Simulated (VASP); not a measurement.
Wanted: the native input for a VASP 6.6.1 run.

```
Task                      : relaxation of the atoms
Functional                : PBEsol
Potentials or basis       : VASP PAW PBE potentials, release 64 (C, Ta_pv, H)
Cutoff                    : 520 eV
k mesh                    : 9 × 9 × 1
Occupations               : gaussian, width 0.1 eV
Spin                      : no spin polarisation
Dipole correction         : yes
Atoms held fixed (from 0) : [0, 4, 1]
Further INCAR settings    : ALGO = Normal; EDIFF = 1e-07; NELMDL = -8; IBRION = 2; EDIFFG = -0.03; NSW = 90
```

The structure of Ta3HC4 lies in POSCAR:

```
Ta3HC4
1.0
    3.1393032007      0.0000000000      0.0000000000
   -1.5696516003      2.7187163220      0.0000000000
    0.0000000000      0.0000000000     26.6896909896
C Ta H
4 3 1
Selective dynamics
Direct
    0.3333333333      0.6666666667      0.3184750248  F F F
    0.0000000000      0.0000000000      0.4145132416  F F F
    0.6666666667      0.3333333333      0.5091007386  T T T
    0.3333333333      0.6666666667      0.5999630155  T T T
    0.6666666667      0.3333333333      0.3664941332  F F F
    0.3333333333      0.6666666667      0.4634286839  T T T
    0.0000000000      0.0000000000      0.5625887657  T T T
    0.3333333333      0.6666666667      0.6404280775  T T T
```

The input as run:

INCAR

```
SYSTEM = Ta3HC4
ALGO = Normal
DIPOL = 0.5 0.5 0.484
EDIFF = 1E-7
EDIFFG = -0.03
ENCUT = 520
GGA = PS
GGA_COMPAT = .FALSE.
IBRION = 2
IDIPOL = 3
ISIF = 2
ISMEAR = 0
LASPH = .TRUE.
LCHARG = .FALSE.
LDIPOL = .TRUE.
LREAL = .FALSE.
LWAVE = .FALSE.
NELM = 120
NELMDL = -8
NELMIN = 4
NSW = 90
PREC = Accurate
SIGMA = 0.1
```

KPOINTS

```
k-points
0
G
  9 9 1
  0 0 0
```

Potentials or basis: VASP PAW PBE potentials, release 64 (C, Ta_pv, H).

Command:

```bash
$ cat potpaw_PBE.64/C/POTCAR potpaw_PBE.64/Ta_pv/POTCAR potpaw_PBE.64/H/POTCAR > POTCAR
$ mpirun -np 1 vasp_std > vasp.out
```

Results of the run:

The energy gained by relaxing is 22.6 meV/atom. The ionic steps are 17. The band gap on the k mesh is zero (bands 25 and 26 overlap by 0.14 eV).

Caveat: spin-orbit coupling is left out, which moves the levels of the heavy elements.

It took 29 min on 1 thread of AMD EPYC 7R43 64-Core Processor (Zen 3) (shared host), peak memory 0.34 GiB.
